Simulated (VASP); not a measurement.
Set up this calculation in VASP 6.6.1, as the native input.

| Quantity | Value |
| --- | --- |
| Task | single point |
| Functional | r2SCAN |
| Dispersion | D4 |
| Potentials or basis | VASP PAW PBE potentials, release 64 (C) |
| Cutoff | 520 eV |
| k mesh | 12 × 12 × 4 |
| Occupations | fermi-dirac, width 0.05 eV |
| Spin | no spin polarisation |
| Dipole correction | no |
| Further INCAR settings | ALGO = Normal; EDIFF = 1e-07; NBANDS = 26 |

C:

```
C
1.0
     2.55529    0.00000    0.00000
    -1.27764    2.21295    0.00000
     0.00000    0.00000    8.34550
C
8
Direct
  0.66667 0.33333 0.84375
  0.33333 0.66667 0.34375
  0.66667 0.33333 0.65625
  0.33333 0.66667 0.15625
  0.00000 0.00000 0.90625
  0.00000 0.00000 0.40625
  0.00000 0.00000 0.59375
  0.00000 0.00000 0.09375
```

These files were run (other wordings do the same):

POSCAR

```
C
1.0
    2.5552893324      0.0000000000      0.0000000000
   -1.2776446662      2.2129454759      0.0000000000
    0.0000000000      0.0000000000      8.3454953252
C
8
Direct
    0.6666666667      0.3333333333      0.8437500000
    0.3333333333      0.6666666667      0.3437500000
    0.6666666667      0.3333333333      0.6562500000
    0.3333333333      0.6666666667      0.1562500000
    0.0000000000      0.0000000000      0.9062500000
    0.0000000000      0.0000000000      0.4062500000
    0.0000000000      0.0000000000      0.5937500000
    0.0000000000      0.0000000000      0.0937500000
```

INCAR.step1

```
PREC     = Accurate       # precision mode
ENCUT    = 520            # plane-wave cutoff, eV
ISMEAR   = -1             # smearing method
SIGMA    = 0.05           # smearing width, eV
LREAL    = F              # projectors in reciprocal space
LASPH    = T              # aspherical terms in the spheres
NELM     = 60             # most SCF steps
NBANDS   = 26             # bands
GGA      = PE             # functional
ALGO     = Normal         # electronic algorithm
EDIFF    = 1E-4           # SCF threshold, eV
LWAVE    = T              # write WAVECAR
LCHARG   = F              # write CHGCAR
```

INCAR.step2

```
PREC     = Accurate       # precision mode
ENCUT    = 520            # plane-wave cutoff, eV
EDIFF    = 1E-7           # SCF threshold, eV
ISMEAR   = -1             # smearing method
SIGMA    = 0.05           # smearing width, eV
LREAL    = F              # projectors in reciprocal space
LASPH    = T              # aspherical terms in the spheres
NELM     = 60             # most SCF steps
ALGO     = Normal         # electronic algorithm
ISIF     = 2              # what is computed and relaxed
LWAVE    = F              # write WAVECAR
LCHARG   = F              # write CHGCAR
METAGGA  = R2SCAN         # meta-GGA
LMIXTAU  = T            
IVDW     = 13             # dispersion correction
VDW_S6   = 1.0          
VDW_S8   = 0.6018749    
VDW_A1   = 0.51559235   
VDW_A2   = 5.77342911   
NBANDS   = 26             # bands
ISTART   = 1
```

KPOINTS

```
Automatic mesh
0
Gamma
  12 12 4
```

Potentials or basis: VASP PAW PBE potentials, release 64 (C).

Run with:

```console
$ cat potpaw_PBE.64/C/POTCAR > POTCAR
$ cp INCAR.step1 INCAR
$ mpirun -np 1 vasp_std > vasp.out
$ cp INCAR.step2 INCAR
$ mpirun -np 1 vasp_std > vasp.out
```

Results of the run:

```json
{
  "Pressure": "-19.2 GPa",
  "Largest force": "0.335 eV/Å",
  "Band gap on the k mesh": "4.52 eV (least direct gap 5.32 eV)",
  "Dispersion energy per atom": "-0.085 eV"
}
```

Caveat: the stress differs along the axes, from -23 to -11 GPa; the PAW data sets were made with another functional, which shifts forces and pressure a little.

Wall time 5.7 min on 1 thread of Intel(R) Xeon(R) Platinum 8375C CPU @ 2.90GHz (Ice Lake) (shared host), peak memory 0.19 GiB.
